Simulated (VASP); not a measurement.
# SnO2 (Pbcn) in VASP: a series of runs, part 2 of 2

VASP 6.6.1.

## (3) Single point, LDA (9.75 Å³/atom)

This run uses another cell than the first one, of 9.75 Å³/atom.

The input, INCAR:

```
ALGO = Normal
EDIFF = 1E-7
ENCUT = 520
ISIF = 2
ISMEAR = 0
LASPH = True
LCHARG = False
LREAL = False
LWAVE = False
NBANDS = 64
NELM = 60
PREC = Accurate
SIGMA = 0.05
```

The input, KPOINTS:

```
k-points
0
Gamma
  6 6 6
```

The input, POSCAR:

```
SnO2
1.0
    4.5562794541      0.0000000000      0.0000000000
    0.0000000000      5.0919877601      0.0000000000
    0.0000000000      0.0000000000      5.0409216678
Sn O
4 8
Direct
    0.5000000000      0.6673419135      0.7500000000
    0.0000000000      0.8326580865      0.2500000000
    0.5000000000      0.3326580865      0.2500000000
    0.0000000000      0.1673419135      0.7500000000
    0.7309254637      0.6050162923      0.0776916535
    0.2309254637      0.8949837077      0.9223083465
    0.7690745363      0.8949837077      0.5776916535
    0.2690745363      0.6050162923      0.4223083465
    0.7309254637      0.3949837077      0.5776916535
    0.2309254637      0.1050162923      0.4223083465
    0.7690745363      0.1050162923      0.0776916535
    0.2690745363      0.3949837077      0.9223083465
```

Potentials or basis: VASP PAW LDA potentials, release 64 (Sn_d, O).

Run with:

```
$ cat potpaw_LDA.64/Sn_d/POTCAR potpaw_LDA.64/O/POTCAR > POTCAR
$ mpirun -np 1 vasp_std > vasp.out
```

OUTCAR:

```text
EDIFF = 1E-7
   ENCUT = 520
   ISIF = 2
   ISMEAR = 0
   LASPH = True
   LREAL = False
   NELM = 60
   PREC = Accurate

 ion  position               nearest neighbor table
   1  0.500  0.667  0.750-   6 1.90   7 1.90   9 1.95  12 1.95   5 1.98   8 1.98   3 3.04   3 3.04
                             4 3.42   4 3.42   4 3.42   4 3.42   2 3.50   2 3.50   2 3.50   2 3.50
   2  0.000  0.833  0.250-   5 1.90   8 1.90  10 1.95  11 1.95   7 1.98   6 1.98   4 3.04   4 3.04
                             3 3.42   3 3.42   3 3.42   3 3.42   1 3.50   1 3.50   1 3.50   1 3.50
   3  0.500  0.333  0.250-  10 1.90  11 1.90   5 1.95   8 1.95   9 1.98  12 1.98   1 3.04   1 3.04
                             2 3.42   2 3.42   2 3.42   2 3.42   4 3.50   4 3.50   4 3.50   4 3.50
   4  0.000  0.167  0.750-   9 1.90  12 1.90   6 1.95   7 1.95  11 1.98  10 1.98   2 3.04   2 3.04
                             1 3.42   1 3.42   1 3.42   1 3.42   3 3.50   3 3.50   3 3.50   3 3.50
   5  0.731  0.605  0.078-   2 1.90   3 1.95   1 1.98
   6  0.231  0.895  0.922-   1 1.90   4 1.95   2 1.98
   7  0.769  0.895  0.578-   1 1.90   4 1.95   2 1.98
[... 1830 lines left out ...]

------------------------ aborting loop because EDIFF is reached ----------------------------------------

  FORCE on cell =-STRESS in cart. coord.  units (eV):
  Direction    XX          YY          ZZ          XY          YZ          ZX
  --------------------------------------------------------------------------------------
  -------------------------------------------------------------------------------------
  Total       40.0545542     52.5332323     38.1805099      0.0000000      0.0000000      0.0000000
  in kB      548.7251075    719.6760541    523.0517429      0.0000000      0.0000000      0.0000000
  external PRESSURE =     597.1509682 kB  Pullay stress =       0.0000000 kB

 VOLUME and BASIS-vectors are now :
 -----------------------------------------------------------------------------
  energy-cutoff  :      520.00
  volume of cell :      116.95
      direct lattice vectors                 reciprocal lattice vectors
     4.556279454  0.000000000  0.000000000     0.219477319  0.000000000  0.000000000
     0.000000000  5.091987760  0.000000000     0.000000000  0.196386961  0.000000000
     0.000000000  0.000000000  5.040921668     0.000000000  0.000000000  0.198376421

 POSITION                                       TOTAL-FORCE (eV/Angst)
 -----------------------------------------------------------------------------------
      2.27814      3.39810      3.78069         0.000000      0.991332      0.000000
      0.00000      4.23988      1.26023         0.000000     -0.991332      0.000000
      2.27814      1.69389      1.26023         0.000000     -0.991332      0.000000
      0.00000      0.85210      3.78069         0.000000      0.991332      0.000000
      3.33030      3.08074      0.39164         0.346023     -0.172853     -0.736853
      1.05216      4.55725      4.64928         0.346023      0.172853      0.736853
      3.50412      4.55725      2.91210        -0.346023      0.172853     -0.736853
      1.22598      3.08074      2.12882        -0.346023     -0.172853      0.736853
      3.33030      2.01125      2.91210         0.346023      0.172853     -0.736853
      1.05216      0.53474      2.12882         0.346023     -0.172853      0.736853
      3.50412      0.53474      0.39164        -0.346023     -0.172853     -0.736853
      1.22598      2.01125      4.64928        -0.346023      0.172853      0.736853
 -----------------------------------------------------------------------------------
    total drift:                               -0.000000     -0.000000      0.000000

  FREE ENERGIE OF THE ION-ELECTRON SYSTEM (eV)
  ---------------------------------------------------
  free  energy   TOTEN  =       -80.4040948141 eV

  energy  without entropy=      -80.4040948141  energy(sigma->0) =      -80.40409481
```

OSZICAR:

```text
N       E                     dE             d eps       ncg     rms          rms(c)
DAV:   1     0.164549272456E+04    0.16455E+04   -0.48133E+04  9664   0.277E+03
DAV:   2     0.261702154218E+03   -0.13838E+04   -0.13065E+04  8536   0.836E+02
DAV:   3    -0.663950373215E+02   -0.32810E+03   -0.32139E+03  8720   0.294E+02
DAV:   4    -0.937190381439E+02   -0.27324E+02   -0.27061E+02 10240   0.946E+01
DAV:   5    -0.944616631822E+02   -0.74263E+00   -0.74046E+00  9768   0.158E+01    0.261E+01
DAV:   6    -0.804445980142E+02    0.14017E+02   -0.41876E+01 13632   0.720E+01    0.103E+01
DAV:   7    -0.805930540367E+02   -0.14846E+00   -0.64394E+00  9480   0.112E+01    0.540E+00
DAV:   8    -0.804558864116E+02    0.13717E+00   -0.92153E-01 11680   0.107E+01    0.134E+00
DAV:   9    -0.804034976051E+02    0.52389E-01   -0.28303E-01 12520   0.734E+00    0.333E-01
DAV:  10    -0.804041050947E+02   -0.60749E-03   -0.22968E-02  9568   0.978E-01    0.157E-01
DAV:  11    -0.804041407101E+02   -0.35615E-04   -0.16016E-03 12360   0.315E-01    0.527E-02
DAV:  12    -0.804041150626E+02    0.25647E-04   -0.14583E-04 10744   0.189E-01    0.292E-02
DAV:  13    -0.804040931519E+02    0.21911E-04   -0.10425E-04 12304   0.144E-01    0.781E-03
DAV:  14    -0.804040950472E+02   -0.18953E-05   -0.21420E-05  9192   0.237E-02    0.576E-03
DAV:  15    -0.804040948895E+02    0.15777E-06   -0.11286E-06 10744   0.580E-03    0.284E-03
DAV:  16    -0.804040948141E+02    0.75372E-07   -0.83579E-08  5576   0.554E-03
   1 F= -.80404095E+02 E0= -.80404095E+02  d E =-.109513E-15
```

It took 7.2 min on 1 thread of Intel Xeon Platinum 8375C at 2.90GHz (Ice Lake), shared host; peak memory 0.42 GiB.

What came out:

```
Free energy            : -80.4041 eV
Pressure               : 59.7 GPa
Largest force          : 0.991 eV/Å
Band gap on the k mesh : 3.33 eV
```

Forces on the atoms (eV/Å):
```
Sn   0.000  0.991  0.000
Sn   0.000 -0.991  0.000
Sn   0.000 -0.991  0.000
Sn   0.000  0.991  0.000
O    0.346 -0.173 -0.737
O    0.346  0.173  0.737
O   -0.346  0.173 -0.737
O   -0.346 -0.173  0.737
O    0.346  0.173 -0.737
O    0.346 -0.173  0.737
O   -0.346 -0.173 -0.737
O   -0.346  0.173  0.737
```

Caveat: the cell stands under pressure; spin-orbit coupling is left out, which moves the levels of the heavy elements. A k mesh can miss the band edges.

## (4) Single point, LDA (12.84 Å³/atom)

This run uses another cell than the first one, of 12.84 Å³/atom.

The input, INCAR:

```
SYSTEM = SnO2
PREC = Accurate
ENCUT = 520
EDIFF = 1E-6
ISMEAR = 0
SIGMA = 0.05
LREAL = .FALSE.
LASPH = .TRUE.
NELM = 80
ALGO = Normal
ISIF = 2
LWAVE = .FALSE.
LCHARG = .FALSE.
NBANDS = 64
```

The input, KPOINTS:

```
Automatic mesh
0
G
  6 6 6
  0 0 0
```

Changes to POSCAR since step 3:

```diff
@@ -2,5 +2,5 @@
 1.0
-    4.5562794541      0.0000000000      0.0000000000
-    0.0000000000      5.0919877601      0.0000000000
-    0.0000000000      0.0000000000      5.0409216678
+    4.7772219600      0.0000000000      0.0000000000
+    0.0000000000      6.1018567705      0.0000000000
+    0.0000000000      0.0000000000      5.2853653804
 Sn O
```

Run with:

```
$ cat potpaw_LDA.64/Sn_d/POTCAR potpaw_LDA.64/O/POTCAR > POTCAR
$ mpirun -np 1 vasp_std > vasp.out
```

Wall time 14 min (1 thread of Intel Xeon 8259CL, shared host); peak memory 0.51 GiB.

It converged, with:

```
Free energy            : -83.5476 eV
Pressure               : -16.0 GPa
Largest force          : 0.233 eV/Å
Band gap on the k mesh : 0.50 eV
```

Forces on the atoms (eV/Å):
```
Sn   0.000 -0.233  0.000
Sn   0.000  0.233  0.000
Sn   0.000  0.233  0.000
Sn   0.000 -0.233  0.000
O   -0.103  0.201  0.030
O   -0.103 -0.201 -0.030
O    0.103 -0.201  0.030
O    0.103  0.201 -0.030
O   -0.103 -0.201  0.030
O   -0.103  0.201 -0.030
O    0.103  0.201  0.030
O    0.103 -0.201 -0.030
```

Stress tensor (GPa, compression positive):
```
-13.33   0.00   0.00
  0.00 -20.46   0.00
  0.00   0.00 -14.17
```

Levels at points of the mesh, in eV from the valence-band top:
```tsv
k point	band 48	band 49	band 50	band 51	band 52	band 53	band 54	band 55	band 56	band 57
(0.00, 0.00, 0.00)	-0.72	-0.58	-0.31	-0.01	0.00	0.50	5.13	5.21	5.98	6.04
(0.50, 0.00, 0.00)	-0.87	-0.27	-0.27	-0.05	-0.05	3.61	3.61	4.42	4.42	7.69
(0.00, 0.50, 0.00)	-1.02	-0.83	-0.83	-0.02	-0.02	3.17	3.17	5.75	5.75	7.88
(0.50, 0.50, 0.00)	-0.62	-0.56	-0.56	-0.10	-0.10	4.01	4.01	5.13	5.13	7.83
(0.00, 0.00, 0.50)	-0.80	-0.30	-0.30	-0.12	-0.12	3.55	3.55	5.27	5.27	7.11
(0.50, 0.00, 0.50)	-0.88	-0.23	-0.23	-0.23	-0.23	4.06	4.06	4.06	4.06	7.43
(0.00, 0.50, 0.50)	-1.14	-0.24	-0.24	-0.24	-0.24	4.57	4.57	4.57	4.57	8.05
(0.50, 0.50, 0.50)	-1.04	-0.26	-0.26	-0.26	-0.26	4.42	4.42	4.42	4.42	7.77
```

Caveat: the cell stands under tension; spin-orbit coupling is left out, which moves the levels of the heavy elements.

## (5) Single point, LDA (9.75 Å³/atom)

This run uses another cell than the first one, of 9.75 Å³/atom.

The input, INCAR:

```
PREC = Accurate
ENCUT = 520
EDIFF = 1E-6
ISMEAR = 0
SIGMA = 0.05
LREAL = F
LASPH = T
NELM = 100
ALGO = Normal
ISIF = 2
LWAVE = F
LCHARG = T
GGA = CA
LELF = T
LVHAR = T
NBANDS = 64
```

The input, KPOINTS:

```
Automatic mesh
0
Gamma
  6 6 6
```

Changes to POSCAR since step 4:

```diff
@@ -2,5 +2,5 @@
 1.0
-    4.7772219600      0.0000000000      0.0000000000
-    0.0000000000      6.1018567705      0.0000000000
-    0.0000000000      0.0000000000      5.2853653804
+    4.4759380308      0.0000000000      0.0000000000
+    0.0000000000      5.2764269171      0.0000000000
+    0.0000000000      0.0000000000      4.9520344901
 Sn O
```

Run with:

```
$ cat potpaw_LDA.64/Sn_d/POTCAR potpaw_LDA.64/O/POTCAR > POTCAR
$ mpirun -np 1 vasp_std > vasp.out
```

It took 6.8 min on 1 thread of AMD EPYC 7R43 (Zen 3), shared host; peak memory 0.38 GiB.

The run converged. Its results:

```
Free energy            : -80.6948 eV
Pressure               : 59.9 GPa
Largest force          : 0.794 eV/Å
Band gap on the k mesh : 3.65 eV
```

Forces on the atoms (eV/Å):
```
Sn   0.000  0.794  0.000
Sn   0.000 -0.794  0.000
Sn   0.000 -0.794  0.000
Sn   0.000  0.794  0.000
O    0.605 -0.300 -0.239
O    0.605  0.300  0.239
O   -0.605  0.300 -0.239
O   -0.605 -0.300  0.239
O    0.605  0.300 -0.239
O    0.605 -0.300  0.239
O   -0.605 -0.300 -0.239
O   -0.605  0.300  0.239
```

Stress tensor (GPa, compression positive):
```
56.94  0.00  0.00
 0.00 62.71  0.00
 0.00  0.00 60.20
```

Levels at points of the mesh, in eV from the valence-band top:
```tsv
k point	band 48	band 49	band 50	band 51	band 52	band 53	band 54	band 55	band 56	band 57
(0.00, 0.00, 0.00)	-0.60	-0.60	-0.46	-0.18	0.00	3.65	7.78	8.24	8.44	8.61
(0.50, 0.00, 0.00)	-0.84	-0.52	-0.52	-0.18	-0.18	6.60	6.60	7.13	7.13	9.44
(0.00, 0.50, 0.00)	-1.11	-1.03	-1.03	-0.35	-0.35	6.24	6.24	9.05	9.05	9.84
(0.50, 0.50, 0.00)	-0.90	-0.59	-0.59	-0.49	-0.49	7.11	7.11	8.08	8.08	10.01
(0.00, 0.00, 0.50)	-0.70	-0.52	-0.52	-0.11	-0.11	6.62	6.62	7.86	7.86	9.08
(0.50, 0.00, 0.50)	-1.08	-0.41	-0.41	-0.41	-0.41	6.87	6.87	6.87	6.87	9.30
(0.00, 0.50, 0.50)	-1.28	-0.58	-0.58	-0.58	-0.58	7.66	7.66	7.66	7.66	10.15
(0.50, 0.50, 0.50)	-1.11	-0.68	-0.68	-0.68	-0.68	7.51	7.51	7.51	7.51	9.87
```

Caveat: the cell stands under pressure; spin-orbit coupling is left out, which moves the levels of the heavy elements. A k mesh can miss the band edges.

## (6) Summary

```tsv
cell	gap on the mesh (eV)	pressure (GPa)	largest force (eV/Å)
a = 4.619, b = 5.899, c = 5.110 Å, 12 atoms	1.56	1.9	0.30
a = 4.556, b = 5.092, c = 5.041 Å, 12 atoms	3.33	59.7	0.99
a = 4.777, b = 6.102, c = 5.285 Å, 12 atoms	0.50	-16.0	0.23
a = 4.476, b = 5.276, c = 4.952 Å, 12 atoms	3.65	59.9	0.79
```

Alike in all rows: task single point; level LDA; potentials or basis VASP PAW LDA potentials, release 64 (Sn_d, O); no spin polarisation; k mesh 6 × 6 × 6; cutoff (eV) 520; smearing gaussian 0.05 eV.

Caveats: spin-orbit coupling is left out, which moves the levels of the heavy elements; the cell stands under pressure (at least some runs); the cell stands under tension (at least some runs).

Absolute energies hang on the potentials; compare differences alone.
